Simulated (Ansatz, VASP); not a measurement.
Ge: VASP beside Ansatz

```xyz
4
Lattice="3.9160 0.0000 0.0000 -1.9580 3.3913 0.0000 0.0000 0.0000 6.4647" Properties=species:S:1:pos:R:3 pbc="T T T"
Ge    0.0000    2.2609    6.0580
Ge    1.9580    1.1304    2.8257
Ge    0.0000    2.2609    3.6390
Ge    1.9580    1.1304    0.4066
```

Alike in both runs: task single point; functional r2SCAN; k mesh 8 × 8 × 4; occupations fermi-dirac, width 0.05 eV; no spin polarisation.

```csv
,VASP,Ansatz
version,VASP 6.6.1,Ansatz 0.2.0
potentials or method,"VASP PAW PBE potentials, release 64 (Ge_d)",Ansatz PAW
plane-wave cutoff (eV),520,500
valence electrons in the cell,56,56
```

|  | VASP | Ansatz | Ansatz less VASP |
| --- | --- | --- | --- |
| gap on the k mesh at the Fermi level (eV) | 0.23 | 0.26 | +0.025 |
| least direct gap on the mesh (eV) | 0.23 | 0.26 | +0.025 |
| pressure (GPa) | 5.1 | 5.0 | -0.03 |
| rms of the force components (eV/Å) | 0.023 | 0.017 | -0.0056 |

VASP's potentials were made for PBE, not for r2SCAN. Atom by atom the forces differ by 0.006 eV/Å (rms over components).
